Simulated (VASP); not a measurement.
Set up this calculation in VASP 6.6.1, as the native input.

```yaml
Task: relaxation of cell and atoms
Functional: PBE
Potentials_or_basis: VASP PAW PBE potentials, release 64 (Hf_pv, H)
Cutoff: 600 eV
k_mesh: 6 × 6 × 6
Occupations: gaussian, width 0.1 eV
Spin: no spin polarisation
Dipole_correction: no
Further_INCAR_settings: ALGO = Normal; EDIFF = 1e-06; IBRION = 2; EDIFFG = -0.04; NSW = 90; ISIF = 3
```

The structure of HfH6 lies in POSCAR:

```
HfH6
1.0
   -2.4661794100      2.4661794100      2.4290013400
    2.4661794100     -2.4661794100      2.4290013400
    2.4661794100      2.4661794100     -2.4290013400
Hf H
1 6
Direct
    0.0000000000      0.0000000000      0.0000000000
    0.0000000000      0.2931927400      0.2931927400
    0.0000000000      0.7068072600      0.7068072600
    0.2931927400      0.0000000000      0.2931927400
    0.7068072600      0.0000000000      0.7068072600
    0.5000000000      0.0000000000      0.5000000000
    0.0000000000      0.5000000000      0.5000000000
```

One way to write it, as run:

INCAR

```
SYSTEM = HfH6
ALGO     = Normal         ! electronic algorithm
EDIFF    = 1E-6           ! SCF threshold, eV
EDIFFG   = -0.04          ! ionic threshold
ENCUT    = 600            ! plane-wave cutoff, eV
GGA      = PE             ! functional
IBRION   = 2              ! ionic algorithm
ISIF     = 3              ! what is computed and relaxed
ISMEAR   = 0              ! smearing method
LASPH    = .TRUE.         ! aspherical terms in the spheres
LCHARG   = .FALSE.        ! write CHGCAR
LREAL    = .FALSE.        ! projectors in reciprocal space
LWAVE    = .FALSE.        ! write WAVECAR
NELM     = 60             ! most SCF steps
NSW      = 90             ! ionic steps
PREC     = Accurate       ! precision mode
SIGMA    = 0.1            ! smearing width, eV
```

KPOINTS

```
k-points
0
G
  6 6 6
  0 0 0
```

Potentials or basis: VASP PAW PBE potentials, release 64 (Hf_pv, H).

Launch:

```sh
$ cat potpaw_PBE.64/Hf_pv/POTCAR potpaw_PBE.64/H/POTCAR > POTCAR
$ mpirun -np 1 vasp_std > vasp.out
```

Results of the run:

```json
{"Relaxed volume": "8.72 Å³/atom", "Relaxed cell": "a = 4.479 Å, b = 4.479 Å, c = 4.479 Å, α = 99.56°, β = 99.56°, γ = 131.90°", "Space group after relaxing (to 0.05 Å)": "I4/mmm (No. 139)", "Energy gained by relaxing": "1114.7 meV/atom", "Ionic steps": "20", "Pressure after relaxing": "-0.3 GPa", "Largest force after relaxing": "0.011 eV/Å", "Band gap on the k mesh": "zero (band 8 reaches 1.87 eV, above the bottom of band 9 at 1.06 eV)"}
```

Caveat: spin-orbit coupling is left out, which moves the levels of the heavy elements.

Wall time 2.9 min on 1 thread of Intel(R) Xeon(R) 6975P-C (Granite Rapids), with other jobs on the host, peak memory 0.23 GiB.
